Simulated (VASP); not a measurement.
# PbSe (rock salt type) in VASP: a series of runs

Aim: see how the results for PbSe (rock salt type) move with the level of theory and the settings. Levels: PBE, r2SCAN. Tasks: single point.

Program: VASP 6.6.1. These are calculated values, not measurements. Logs are shortened: lines on timing, memory, paths and dates and some standing lists are left out, and cuts for length are marked.

## 1. The cell of the first run

The structure is trigonal, space group R3m (No. 160). The conventional cell has a = 4.391 Å, b = 4.391 Å, c = 10.756 Å, α = 90.00°, β = 90.00°, γ = 120.00°. Within 4.0 Å of Pb (site symmetry 3m) lie 6 Se at 3.07 to 3.14 Å. Se (site symmetry 3m) has 6 Pb at 3.07 to 3.14 Å within 4.0 Å.

## 2. Single point, PBE

INCAR reads:

```
PREC = Accurate ; ENCUT = 520
EDIFF = 1E-6 ; ISMEAR = -1
SIGMA = 0.05 ; LREAL = False
LASPH = True ; NELM = 60
ALGO = Normal ; ISIF = 2
LWAVE = False ; LCHARG = True
GGA = PE ; LELF = True
LVHAR = True ; NBANDS = 17
```

KPOINTS reads:

```
Automatic mesh
0
Gamma
  4 4 4
```

POSCAR reads:

```
PbSe
1.0
    0.0000000000      3.1050000000      3.1050000000
    3.1050000000      0.0000000000      3.1050000000
    3.1050000000      3.1050000000      0.0000000000
Pb Se
1 1
Direct
    0.0055782635      0.0055782635      0.0055782635
    0.5000000000      0.5000000000      0.5000000000
```

Potentials or basis: VASP PAW PBE potentials, release 64 (Pb_d, Se).

Command:

```sh
> cat potpaw_PBE.64/Pb_d/POTCAR potpaw_PBE.64/Se/POTCAR > POTCAR
> mpirun -np 1 vasp_std > vasp.out
```

OUTCAR:

```text
PREC = Accurate
   ENCUT = 520
   EDIFF = 1E-6
   ISMEAR = -1
   LREAL = False
   LASPH = True
   NELM = 60
   ISIF = 2
   GGA = PE

 ion  position               nearest neighbor table
   1  0.006  0.006  0.006-   2 3.07   2 3.07   2 3.07   2 3.14   2 3.14   2 3.14
   2  0.500  0.500  0.500-   1 3.07   1 3.07   1 3.07   1 3.14   1 3.14   1 3.14

  LATTYP: Found a face centered cubic cell.
 ALAT       =     6.2100000000

  Lattice vectors:

 A1 = (   0.0000000000,   3.1050000000,   3.1050000000)
 A2 = (   3.1050000000,   0.0000000000,   3.1050000000)
 A3 = (   3.1050000000,   3.1050000000,   0.0000000000)

Analysis of symmetry for initial positions (statically):
=====================================================================
 Subroutine PRICEL returns:
 Original cell was already a primitive cell.

 Routine SETGRP: Setting up the symmetry group for a
 face centered cubic supercell.

 Subroutine GETGRP returns: Found  6 space group operations
 (whereof  6 operations were pure point group operations)
 out of a pool of 48 trial point group operations.

The static configuration has the point symmetry C_3v.

Analysis of symmetry for dynamics (positions and initial velocities):
=====================================================================
 Subroutine PRICEL returns:
 Original cell was already a primitive cell.

 Routine SETGRP: Setting up the symmetry group for a
 face centered cubic supercell.

 Subroutine GETGRP returns: Found  6 space group operations
 (whereof  6 operations were pure point group operations)
 out of a pool of 48 trial point group operations.

The dynamic configuration has the point symmetry C_3v.

 Subroutine INISYM returns: Found  6 space group operations
 (whereof  6 operations are pure point group operations),
 and found     1 'primitive' translations

----------------------------------------------------------------------------------------

                                     Primitive cell

  volume of cell :      59.8708

  direct lattice vectors                    reciprocal lattice vectors
     0.000000000  3.105000000  3.105000000    -0.161030596  0.161030596  0.161030596
     3.105000000  0.000000000  3.105000000     0.161030596 -0.161030596  0.161030596
     3.105000000  3.105000000  0.000000000     0.161030596  0.161030596 -0.161030596

  length of vectors
[... 59 lines left out ...]
   NGXF,Y,Z  is equivalent  to a cutoff of  27.26, 27.26, 27.26 a.u.
 SYSTEM =  unknown system
   PREC   = accura    normal or accurate (medium, high low for compatibility)
   ISTART =      0    job   : 0-new  1-cont  2-samecut
   ICHARG =      2    charge: 1-file 2-atom 10-const
   ISPIN  =      1    spin polarized calculation?
   LNONCOLLINEAR =      F non collinear calculations
   LSORBIT =      F    spin-orbit coupling
   LASPH  =      T    aspherical Exc in radial PAW
   ENCUT  =  520.0 eV  38.22 Ry    6.18 a.u.   8.16  8.16  8.16*2*pi/ulx,y,z
   NELM   =     60;   NELMIN=  2; NELMDL= -5     # of ELM steps
   EDIFF  = 0.1E-05   stopping-criterion for ELM
   LREAL  =      F    real-space projection
[... 7 lines left out ...]
   TEBEG  =    0.0;   TEEND  =   0.0 temperature during run
   PSTRESS=    0.0 pullay stress
   NELECT =      20.0000    total number of electrons
   NUPDOWN=      -1.0000    fix difference up-down
   EMIN   =  10.00;   EMAX   =-10.00  energy-range for DOS
   EFERMI =   0.00;   METHOD = LEGACY
   ISMEAR =    -1;   SIGMA  =   0.05  broadening in eV -4-tet -1-fermi 0-gaus
   EFERMI_NEDOS =   21; number of points for ismear=-14 and -15
   IALGO  =     38    algorithm
   IMIX   =      4    mixing-type and parameters
     AMIX     =   0.40;   BMIX     =  1.00
     AMIX_MAG =   1.60;   BMIX_MAG =  1.00
  volume/ion in A,a.u.               =      29.94       202.01
  Fermi-wavevector in a.u.,A,eV,Ry     =   1.135917  2.146572 17.555695  1.290307
  Thomas-Fermi vector in A             =   2.272622
   LORBIT       =      0    0 simple, 1 ext, 2 COOP (PROOUT), +10 PAW based schemes
   GGA     = PE    functional components
   LHFCALC =     F    Hartree Fock is set to
   AEXX    =    0.0000 exact exchange contribution
   IVDW    =     0    specifies the selected vdW correction
   LEPSILON=     F    determine dielectric tensor
   LRPA    =     F    only Hartree local field effects (RPA)
 non-spin polarized calculation
  energy-cutoff  :      520.00
  volume of cell :       59.87
 maximum number of plane-waves:      1639
 NGX is ok and might be reduce to    36
   NGX = 17   NGY = 17   NGZ = 17

 number of electron      19.9999999 magnetization

 Free energy of the ion-electron system (eV)
  ---------------------------------------------------
  ext. energy  EPLUGINS =         0.00000000
  ---------------------------------------------------
  free energy    TOTEN  =        -8.19037591 eV

  energy without entropy =       -8.18966191  energy(sigma->0) =       -8.19001891

 E-fermi :   4.7248     XC(G=0):  -9.3355

 val. band max:        4.5035146342   @ k =   0.5000   0.0000   0.0000
 cond. band min:       4.9471068739   @ k =   0.5000   0.0000   0.0000
 fundamental gap:      0.4435922397
 Fermi energy:         4.7248045325

 k-point     1 :       0.0000    0.0000    0.0000
  band No.  band energies     occupation
      1     -12.2276      2.00000
      2     -12.2275      2.00000
      3     -12.2275      2.00000
      4     -12.2222      2.00000
      5     -12.2222      2.00000
      6      -8.7015      2.00000
[... 237 lines left out ...]
      4     -12.2167      2.00000
      5     -12.1899      2.00000
      6      -7.3963      2.00000
[... 9 lines left out ...]
     16      16.1527      0.00000
     17      16.9775      0.00000

------------------------ aborting loop because EDIFF is reached ----------------------------------------

  FORCE on cell =-STRESS in cart. coord.  units (eV):
  Direction    XX          YY          ZZ          XY          YZ          ZX
  --------------------------------------------------------------------------------------
  -------------------------------------------------------------------------------------
  Total        0.0625197      0.0625197      0.0625197      0.0032607      0.0032607      0.0032607
  in kB        1.6730645      1.6730645      1.6730645      0.0872595      0.0872595      0.0872595
  external PRESSURE =       1.6730645 kB  Pullay stress =       0.0000000 kB

 VOLUME and BASIS-vectors are now :
 -----------------------------------------------------------------------------
  energy-cutoff  :      520.00
  volume of cell :       59.87
      direct lattice vectors                 reciprocal lattice vectors
     0.000000000  3.105000000  3.105000000    -0.161030596  0.161030596  0.161030596
     3.105000000  0.000000000  3.105000000     0.161030596 -0.161030596  0.161030596
     3.105000000  3.105000000  0.000000000     0.161030596  0.161030596 -0.161030596

 POSITION                                       TOTAL-FORCE (eV/Angst)
 -----------------------------------------------------------------------------------
      0.03464      0.03464      0.03464         0.022778      0.022778      0.022778
      3.10500      3.10500      3.10500        -0.022778     -0.022778     -0.022778
 -----------------------------------------------------------------------------------
    total drift:                               -0.000137     -0.000137     -0.000137

  FREE ENERGIE OF THE ION-ELECTRON SYSTEM (eV)
  ---------------------------------------------------
  free  energy   TOTEN  =        -8.1903759075 eV

  energy  without entropy=       -8.1896619145  energy(sigma->0) =       -8.19001891
```

OSZICAR:

```text
N       E                     dE             d eps       ncg     rms          rms(c)
DAV:   1     0.153217976385E+03    0.15322E+03   -0.94820E+03   450   0.119E+03
DAV:   2     0.296735664926E+01   -0.15025E+03   -0.14534E+03   467   0.309E+02
DAV:   3    -0.824775895943E+01   -0.11215E+02   -0.11129E+02   566   0.880E+01
DAV:   4    -0.849898098395E+01   -0.25122E+00   -0.25111E+00   564   0.148E+01
DAV:   5    -0.850745629184E+01   -0.84753E-02   -0.84749E-02   605   0.261E+00    0.271E+00
DAV:   6    -0.819145407506E+01    0.31600E+00   -0.83433E-01   655   0.584E+00    0.149E+00
DAV:   7    -0.818737975615E+01    0.40743E-02   -0.12197E-01   519   0.164E+00    0.849E-01
DAV:   8    -0.819084272991E+01   -0.34630E-02   -0.14481E-02   537   0.124E+00    0.196E-01
DAV:   9    -0.819028095213E+01    0.56178E-03   -0.31325E-03   642   0.492E-01    0.582E-02
DAV:  10    -0.819036672129E+01   -0.85769E-04   -0.24546E-04   502   0.851E-02    0.184E-02
DAV:  11    -0.819037582996E+01   -0.91087E-05   -0.39731E-05   559   0.604E-02    0.609E-03
DAV:  12    -0.819037590746E+01   -0.77491E-07   -0.20709E-06   527   0.114E-02
   1 F= -.81903759E+01 E0= -.81900189E+01  d E =-.713993E-03
```

stdout:

```text
POSCAR found type information on POSCAR PbSe
 POSCAR found :  2 types and       2 ions
 scaLAPACK will be used
 LDA part: xc-table for (Slater+PW92), standard interpolation
 POSCAR, INCAR and KPOINTS ok, starting setup
 FFT: planning ... GRIDC
 FFT: planning ... GRID_SOFT
 FFT: planning ... GRID
 WAVECAR not read
 entering main loop
```

Wall time 31 s (1 thread of Intel Xeon 8259CL, shared host); peak memory 0.2 GiB.

What came out:

```
Free energy            : -8.1904 eV
Pressure               : 0.2 GPa
Largest force          : 0.039 eV/Å
Band gap on the k mesh : 0.44 eV
```

Forces on the atoms (eV/Å):
```
Pb   0.023  0.023  0.023
Se  -0.023 -0.023 -0.023
```

Levels at points of the mesh, in eV from the valence-band top:
```csv
k point,band 7,band 8,band 9,band 10,band 11,band 12,band 13,band 14
"(0.00, 0.00, 0.00)",-6.33,-1.65,-1.65,-1.64,4.63,4.65,4.65,6.65
"(0.50, 0.00, 0.00)",-8.53,-1.28,-1.28,0.00,0.44,1.84,1.84,8.52
"(0.50, 0.50, 0.50)",-8.52,-1.28,-1.28,-0.04,0.47,1.83,1.83,8.51
"(0.50, 0.50, 0.00)",-7.28,-4.59,-2.93,-2.93,3.89,5.49,5.51,5.90
```

Caveat: the k points lie up to 0.44 Å⁻¹ apart; spin-orbit coupling is left out, which moves the levels of the heavy elements. A k mesh can miss the band edges.

(Continued in part 2 of 2.)
